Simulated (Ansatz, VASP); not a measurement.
# Ta in VASP and in Ansatz

File INCAR:

```
SYSTEM = Ta
PREC     = Accurate       ! precision mode
ENCUT    = 600            ! plane-wave cutoff, eV
EDIFF    = 1E-6           ! SCF threshold, eV
ISMEAR   = 0              ! smearing method
SIGMA    = 0.1            ! smearing width, eV
LREAL    = .FALSE.        ! projectors in reciprocal space
LASPH    = .TRUE.         ! aspherical terms in the spheres
NELM     = 80             ! most SCF steps
ALGO     = Normal         ! electronic algorithm
ISIF     = 3              ! what is computed and relaxed
LWAVE    = .FALSE.        ! write WAVECAR
LCHARG   = .FALSE.        ! write CHGCAR
GGA      = PE             ! functional
IBRION   = 2              ! ionic algorithm
NSW      = 80             ! ionic steps
EDIFFG   = -0.005         ! ionic threshold
```

File KPOINTS:

```
Automatic mesh
0
G
  16 16 16
  0 0 0
```

File POSCAR:

```
Ta
1.0
   -1.6550000000      1.6550000000      1.6550000000
    1.6550000000     -1.6550000000      1.6550000000
    1.6550000000      1.6550000000     -1.6550000000
Ta
1
Direct
    0.0000000000      0.0000000000      0.0000000000
```

Input for Ansatz:

```yaml
crystal:
  lattice:
    - [-1.655, 1.655, 1.655]
    - [1.655, -1.655, 1.655]
    - [1.655, 1.655, -1.655]
  atoms:
    - { symbol: Ta, position: [0.0, 0.0, 0.0] }
scf:
  occupations: { method: gaussian, width: 0.1 }
output:
  forces: true
  stress: true
  eigenvalues: true
hamiltonian:
  xc: pbe
kpoints:
  mp_grid: { grid: [16, 16, 16] }
relax:
  f_tol: 0.005
  max_steps: 60
  cell: { stress_tol: 0.02 }
```

Alike in both runs: task relaxation of cell and atoms; functional PBE; k mesh 16 × 16 × 16; occupations gaussian, width 0.1 eV; no spin polarisation.

```csv
,VASP,Ansatz
version,VASP 6.6.1,Ansatz 0.2.0
potentials or method,"VASP PAW PBE potentials, release 64 (Ta_pv)","scalar-relativistic, plane waves, PAW"
plane-wave cutoff (eV),600,420
valence electrons in the cell,11,13
```

|  | VASP | Ansatz | Ansatz less VASP |
| --- | --- | --- | --- |
| gap on the k mesh at the Fermi level, each at its own relaxed structure (eV) | none | none | - |
| relaxed volume (Å³/atom) | 18.32 | 18.31 | -0.012 |
| relaxed cell length with the largest relative difference (Å) | 2.876 | 2.876 | -0.0006 |

A gap of «none» marks a metal or a gap that the smearing closes. VASP's potentials hold 11 valence electrons a cell and Ansatz's 13, so a difference there can come from the potentials and not from the codes.

Neither program's run includes spin-orbit coupling.
